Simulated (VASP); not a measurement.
Wanted: the native input for a VASP 6.6.1 run.

| Item | Value |
| --- | --- |
| Task | single point |
| Functional | LDA |
| Potentials or basis | VASP PAW LDA potentials, release 64 (Cd) |
| Cutoff | 520 eV |
| k mesh | 13 × 13 × 4 |
| Occupations | fermi-dirac, width 0.1 eV |
| Spin | no spin polarisation |
| Dipole correction | no |
| Further INCAR settings | ALGO = Normal; EDIFF = 1e-07; NBANDS = 32 |

The structure of Cd lies in POSCAR:

```
Cd
1.0
    3.0264474163      0.0000000000      0.0000000000
   -1.5132237081      2.6209803457      0.0000000000
    0.0000000000      0.0000000000      9.6170310950
Cd
4
Direct
    1.0000000000      0.0000000000      1.0000000000
    1.0000000000      1.0000000000      0.5000000000
    0.3333333333      0.6666666667      0.2500000000
    0.6666666667      0.3333333333      0.7500000000
```

The input as run:

INCAR

```
SYSTEM = Cd
ALGO     = Normal         ! electronic algorithm
EDIFF    = 1E-7           ! SCF threshold, eV
ENCUT    = 520            ! plane-wave cutoff, eV
GGA      = CA             ! functional
ISIF     = 2              ! what is computed and relaxed
ISMEAR   = -1             ! smearing method
LASPH    = .TRUE.         ! aspherical terms in the spheres
LCHARG   = .FALSE.        ! write CHGCAR
LREAL    = .FALSE.        ! projectors in reciprocal space
LWAVE    = .FALSE.        ! write WAVECAR
NBANDS   = 32             ! bands
NELM     = 100            ! most SCF steps
PREC     = Accurate       ! precision mode
SIGMA    = 0.1            ! smearing width, eV
```

KPOINTS

```
k-points
0
G
  13 13 4
  0 0 0
```

Potentials or basis: VASP PAW LDA potentials, release 64 (Cd).

Command:

```bash
$ cat potpaw_LDA.64/Cd/POTCAR > POTCAR
$ mpirun -np 1 vasp_std > vasp.out
```

It gave:

- Pressure: 4.1 GPa
- Band gap on the k mesh: zero (bands 24 and 25 overlap by 2.73 eV)

Caveat: the cell stands under pressure.

Wall time 3.5 min on 1 thread of Intel Xeon 8259CL, with other jobs on the host, peak memory 0.24 GiB.
